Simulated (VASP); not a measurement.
# PbS (Galena) (Fm-3m) in VASP: electric field gradients with r2SCAN

Aim: the electric field gradients of PbS (Galena) with r2SCAN.

Everything below comes from runs of VASP 6.6.1. Logs are shortened: lines on timing, memory, paths and dates and some standing lists are left out, and cuts for length are marked.

## Step 1: The cell of the first run

Symmetry: Fm-3m, No. 225, cubic system. The conventional cell has a = 5.931 Å, b = 5.931 Å, c = 5.931 Å, α = 90.00°, β = 90.00°, γ = 90.00°. Within 3.9 Å of Pb (site symmetry m-3m) lie 6 S at 2.97 Å. S (site symmetry m-3m) has 6 Pb at 2.97 Å within 3.9 Å.

## Step 2: Electric field gradients, r2SCAN

The input, POSCAR:

```
PbS
1.0
    0.0000000000      2.9657500000      2.9657500000
    2.9657500000      0.0000000000      2.9657500000
    2.9657500000      2.9657500000      0.0000000000
Pb S
1 1
Direct
    0.0000000000      0.0000000000      0.0000000000
    0.5000000000      0.5000000000      0.5000000000
```

The input, INCAR.step1:

```
ALGO     = Normal         # electronic algorithm
EDIFF    = 1E-4           # SCF threshold, eV
ENCUT    = 520            # plane-wave cutoff, eV
GGA      = PE             # functional
ISMEAR   = -1             # smearing method
LASPH    = True           # aspherical terms in the spheres
LCHARG   = False          # write CHGCAR
LREAL    = False          # projectors in reciprocal space
LWAVE    = True           # write WAVECAR
NBANDS   = 17             # bands
NELM     = 60             # most SCF steps
PREC     = Accurate       # precision mode
SIGMA    = 0.02           # smearing width, eV
```

The input, INCAR.step2:

```
ALGO     = Normal         # electronic algorithm
EDIFF    = 1E-8           # SCF threshold, eV
ENCUT    = 520            # plane-wave cutoff, eV
ISIF     = 2              # what is computed and relaxed
ISMEAR   = -1             # smearing method
ISTART   = 1            
LASPH    = True           # aspherical terms in the spheres
LCHARG   = False          # write CHGCAR
LEFG     = True         
LMIXTAU  = True         
LREAL    = False          # projectors in reciprocal space
LWAVE    = False          # write WAVECAR
METAGGA  = R2SCAN         # meta-GGA
NBANDS   = 17             # bands
NELM     = 60             # most SCF steps
PREC     = Accurate       # precision mode
SIGMA    = 0.02           # smearing width, eV
```

The input, KPOINTS:

```
k-points
0
Gamma
  8 8 8
```

Potentials or basis: VASP PAW PBE potentials, release 64 (Pb_d, S).

The run is started by

```bash
$ cat potpaw_PBE.64/Pb_d/POTCAR potpaw_PBE.64/S/POTCAR > POTCAR
$ cp INCAR.step1 INCAR
$ mpirun -np 1 vasp_std > vasp.out
$ cp INCAR.step2 INCAR
$ mpirun -np 1 vasp_std > vasp.out
```

OUTCAR:

```text
EDIFF = 1E-8
   ENCUT = 520
   ISIF = 2
   ISMEAR = -1
   ISTART = 1
   LASPH = True
   LREAL = False
   METAGGA = R2SCAN
   NELM = 60
   PREC = Accurate

 ion  position               nearest neighbor table
   1  0.000  0.000  0.000-   2 2.97   2 2.97   2 2.97   2 2.97   2 2.97   2 2.97
   2  0.500  0.500  0.500-   1 2.97   1 2.97   1 2.97   1 2.97   1 2.97   1 2.97

  LATTYP: Found a face centered cubic cell.
 ALAT       =     5.9315000000

  Lattice vectors:

 A1 = (   0.0000000000,   2.9657500000,   2.9657500000)
 A2 = (   2.9657500000,   0.0000000000,   2.9657500000)
 A3 = (   2.9657500000,   2.9657500000,   0.0000000000)

Analysis of symmetry for initial positions (statically):
=====================================================================
 Subroutine PRICEL returns:
 Original cell was already a primitive cell.

 Routine SETGRP: Setting up the symmetry group for a
 face centered cubic supercell.

 Subroutine GETGRP returns: Found 48 space group operations
[... 9 lines left out ...]

 Routine SETGRP: Setting up the symmetry group for a
 face centered cubic supercell.

 Subroutine GETGRP returns: Found 48 space group operations
[... 11 lines left out ...]
                                     Primitive cell

  volume of cell :      52.1715

  direct lattice vectors                    reciprocal lattice vectors
     0.000000000  2.965750000  2.965750000    -0.168591419  0.168591419  0.168591419
     2.965750000  0.000000000  2.965750000     0.168591419 -0.168591419  0.168591419
     2.965750000  2.965750000  0.000000000     0.168591419  0.168591419 -0.168591419

  length of vectors
     4.194203873  4.194203873  4.194203873     0.292008903  0.292008903  0.292008903

  position of ions in fractional coordinates (direct lattice)
     0.000000000  0.000000000  0.000000000
     0.500000000  0.500000000  0.500000000

  ion indices of the primitive-cell ions
   primitive index   ion index
                 1           1
                 2           2

----------------------------------------------------------------------------------------

 KPOINTS: k-points

Automatic generation of k-mesh.
 Grid dimensions read from file:
 generate k-points for:    8    8    8

 Generating k-lattice:

[... 89 lines left out ...]
   IVDW    =     0    specifies the selected vdW correction
   LEPSILON=     F    determine dielectric tensor
   LRPA    =     F    only Hartree local field effects (RPA)
 non-spin polarized calculation
  energy-cutoff  :      520.00
  volume of cell :       52.17
 maximum number of plane-waves:      1424
   NGX = 15   NGY = 15   NGZ = 15

 number of electron      19.9999998 magnetization

 Free energy of the ion-electron system (eV)
  ---------------------------------------------------
  ext. energy  EPLUGINS =         0.00000000
  ---------------------------------------------------
  free energy    TOTEN  =       -65.60728756 eV

  energy without entropy =      -65.60728756  energy(sigma->0) =      -65.60728756

 E-fermi :   6.0205     XC(G=0): -10.2554

 val. band max:        5.7099869777   @ k =   0.5000   0.0000   0.0000
 cond. band min:       6.3309804308   @ k =   0.5000   0.0000   0.0000
 fundamental gap:      0.6209934531
 Fermi energy:         6.0205137263

 k-point     1 :       0.0000    0.0000    0.0000
  band No.  band energies     occupation
      1     -11.7496      2.00000
      2     -11.7496      2.00000
      3     -11.7496      2.00000
      4     -11.7338      2.00000
      5     -11.7338      2.00000
      6      -8.5134      2.00000
[... 457 lines left out ...]
      4     -11.7208      2.00000
      5     -11.6997      2.00000
      6      -7.0215      2.00000
[... 9 lines left out ...]
     16      17.1370      0.00000
     17      17.5139      0.00000

 [... further k-points ...]
[... 5 lines left out ...]
  --------------------------------------------------------------------------------------
  -------------------------------------------------------------------------------------
  Total        0.4210060      0.4210060      0.4210060     -0.0000000      0.0000000      0.0000000
  in kB       12.9290108     12.9290108     12.9290108     -0.0000000      0.0000000      0.0000000
  external PRESSURE =      12.9290108 kB  Pullay stress =       0.0000000 kB

 VOLUME and BASIS-vectors are now :
 -----------------------------------------------------------------------------
  energy-cutoff  :      520.00
  volume of cell :       52.17
      direct lattice vectors                 reciprocal lattice vectors
     0.000000000  2.965750000  2.965750000    -0.168591419  0.168591419  0.168591419
     2.965750000  0.000000000  2.965750000     0.168591419 -0.168591419  0.168591419
     2.965750000  2.965750000  0.000000000     0.168591419  0.168591419 -0.168591419

 POSITION                                       TOTAL-FORCE (eV/Angst)
 -----------------------------------------------------------------------------------
      0.00000      0.00000      0.00000        -0.000000      0.000000     -0.000000
      2.96575      2.96575      2.96575         0.000000      0.000000      0.000000
 -----------------------------------------------------------------------------------
    total drift:                                0.000000     -0.000000     -0.000000

  FREE ENERGIE OF THE ION-ELECTRON SYSTEM (eV)
  ---------------------------------------------------
  free  energy   TOTEN  =       -65.6072875613 eV

  energy  without entropy=      -65.6072875594  energy(sigma->0) =      -65.60728756

 Electric field gradients (V/A^2)
---------------------------------------------------------------------
 ion       V_xx      V_yy      V_zz      V_xy      V_xz      V_yz
---------------------------------------------------------------------
   1       0.000     0.000    -0.000    -0.001    -0.001    -0.001
   2      -0.000    -0.000    -0.000    -0.000    -0.000    -0.000
---------------------------------------------------------------------

 Electric field gradients after diagonalization (V/A^2)
 (convention: |V_zz| > |V_xx| > |V_yy|)
----------------------------------------------------------------------
 ion       V_xx      V_yy      V_zz     asymmetry (V_yy - V_xx)/ V_zz
----------------------------------------------------------------------
   1       0.001     0.001    -0.002       0.000
   2       0.000     0.000    -0.001       0.000
----------------------------------------------------------------------

           NMR quadrupolar parameters

 Cq : quadrupolar parameter    Cq=e*Q*V_zz/h
 eta: asymmetry parameters     (V_yy - V_xx)/ V_zz
 Q  : nuclear electric quadrupole moment in mb (millibarn)
----------------------------------------------------------------------
 ion       Cq(MHz)       eta       Q (mb)
----------------------------------------------------------------------
   1      -0.000       0.000       1.000
   2      -0.000       0.000       1.000
----------------------------------------------------------------------
```

OSZICAR.step1:

```text
N       E                     dE             d eps       ncg     rms          rms(c)
DAV:   1     0.158309899817E+03    0.15831E+03   -0.97832E+03   986   0.124E+03
DAV:   2     0.308538582243E+01   -0.15522E+03   -0.15021E+03  1048   0.313E+02
DAV:   3    -0.893653576526E+01   -0.12022E+02   -0.11913E+02  1290   0.912E+01
DAV:   4    -0.922811877757E+01   -0.29158E+00   -0.29133E+00  1250   0.157E+01
DAV:   5    -0.923876200625E+01   -0.10643E-01   -0.10642E-01  1463   0.292E+00    0.463E+00
DAV:   6    -0.875190436312E+01    0.48686E+00   -0.13801E+00  1565   0.799E+00    0.326E+00
DAV:   7    -0.875266226680E+01   -0.75790E-03   -0.14748E-01  1165   0.191E+00    0.186E+00
DAV:   8    -0.875633904251E+01   -0.36768E-02   -0.16414E-02  1183   0.138E+00    0.242E-01
DAV:   9    -0.875586749656E+01    0.47155E-03   -0.35070E-03  1524   0.517E-01    0.835E-02
DAV:  10    -0.875603565118E+01   -0.16815E-03   -0.36491E-04  1112   0.113E-01    0.511E-02
DAV:  11    -0.875604487774E+01   -0.92266E-05   -0.57464E-05   973   0.830E-02
   1 F= -.87560449E+01 E0= -.87560445E+01  d E =-.705736E-06
```

Wall time 69 s (1 thread of Intel Xeon Platinum 8488C (Sapphire Rapids), shared host); peak memory 0.19 GiB.

What came out:

```
Free energy            : -65.6073 eV
Pressure               : 1.3 GPa
Band gap on the k mesh : 0.62 eV, direct
```

Caveat: without QUAD_EFG the Cq values of the log hold for a quadrupole moment of 1 mb, not for the nuclei; the PAW data sets were made with another functional, which shifts forces and pressure a little; spin-orbit coupling is left out, which moves the levels of the heavy elements. A k mesh can miss the band edges.
